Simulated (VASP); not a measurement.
A run of VASP 6.6.1 is set up as follows.

Contents of INCAR:

```
PREC = Accurate
ENCUT = 520
EDIFF = 1E-7
ISMEAR = 0
SIGMA = 0.2
LREAL = F
LASPH = T
NELM = 100
ALGO = Fast
ISIF = 2
LWAVE = F
LCHARG = F
GGA = PE
NBANDS = 36
```

The input KPOINTS:

```
regular mesh
0
Gamma
  6 6 6
```

The input POSCAR:

```
Al4NiPd3
1.0
   -3.0355513693      3.0356639082      3.0358871867
    3.0354132697     -3.0357737682      3.0358573882
    3.0354079535      3.0356300484     -3.0360028725
Al Ni Pd
4 1 3
Direct
    0.4999650468      0.4999675977      0.4999561077
   -0.0000010493      0.4999633748      0.9999976505
    0.4999527028      0.0000045596     -0.0000070900
    1.0000026238      1.0000033091      0.5000076381
    0.0000454633      0.0000204189      0.0000332190
    0.5000009379     -0.0000047443      0.5000080280
   -0.0000140460      0.4999949626      0.5000029647
    0.5000483207      0.5000505217      0.0000014820
```

Potentials or basis: VASP PAW PBE potentials, release 64 (Al, Ni, Pd).

Launch:

```bash
$ cat potpaw_PBE.64/Al/POTCAR potpaw_PBE.64/Ni/POTCAR potpaw_PBE.64/Pd/POTCAR > POTCAR
$ mpirun -np 1 vasp_std > vasp.out
```

Problem. Predict the pressure.

Solution. 0.2 GPa.

Problem. What does it give for the band gap on the k mesh?

Solution. Zero (bands 26 and 27 overlap by 2.48 eV).

Spin polarisation is off, so any magnetic state and its effect on volume and gap are missing.
